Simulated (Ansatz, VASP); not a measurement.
Be in VASP and in Ansatz

INCAR

```
ALGO = Fast
EDIFF = 1E-7
ENCUT = 520
GGA = CA
ISIF = 2
ISMEAR = -1
LASPH = T
LCHARG = F
LREAL = F
LWAVE = F
NBANDS = 9
NELM = 80
PREC = Accurate
SIGMA = 0.05
```

KPOINTS

```
k-points
0
Gamma
  13 13 8
```

POSCAR

```
Be
1.0
    2.3004348782      0.0000000000      0.0000000000
   -1.1502174391      1.9922350443      0.0000000000
    0.0000000000      0.0000000000      3.6079371156
Be
2
Direct
    0.6666666667      0.3333333333      0.7500000000
    0.3333333333      0.6666666667      0.2500000000
```

File input.yaml:

```yaml
crystal:
  lattice:
    - [2.3004348782, 0.0, 0.0]
    - [-1.1502174391, 1.9922350443, 0.0]
    - [0.0, 0.0, 3.6079371156]
  atoms:
    - { symbol: Be, position: [0.6666666667, 0.3333333333, 0.75] }
    - { symbol: Be, position: [0.3333333333, 0.6666666667, 0.25] }
kpoints:
  mp_grid: { grid: [13, 13, 8] }
scf:
  occupations: { method: fermi_dirac, width: 0.05 }
hamiltonian:
  xc: lda
  pseudopotentials: { kind: all_electron, lapw: { basis_error: 0.001 } }
output:
  forces: true
  stress: true
  eigenvalues: true
```

Change from the starting cell: volume scaled by 1.02.

Alike in both runs: task single point; functional LDA; k mesh 13 × 13 × 8; occupations fermi-dirac, width 0.05 eV; no spin polarisation.

```csv
,VASP,Ansatz
version,VASP 6.6.1,Ansatz 0.2.0
potentials or method,"VASP PAW LDA potentials, release 64 (Be), cutoff 520 eV","all-electron LAPW, scalar-relativistic"
```

```csv
,VASP,Ansatz,Ansatz less VASP
gap on the k mesh at the Fermi level (eV),none,none,-
pressure (GPa),-9.8,-10.2,-0.41
"traceless stress, the component that is largest in VASP (GPa)",-0.99,-1.00,-0.012
```

LDA's correlation is that of Perdew and Zunger in VASP and of Perdew and Wang (1992) in Ansatz. A gap of «none» marks a metal or a gap that the smearing closes. Ansatz ran all-electron here, and VASP with PAW potentials.
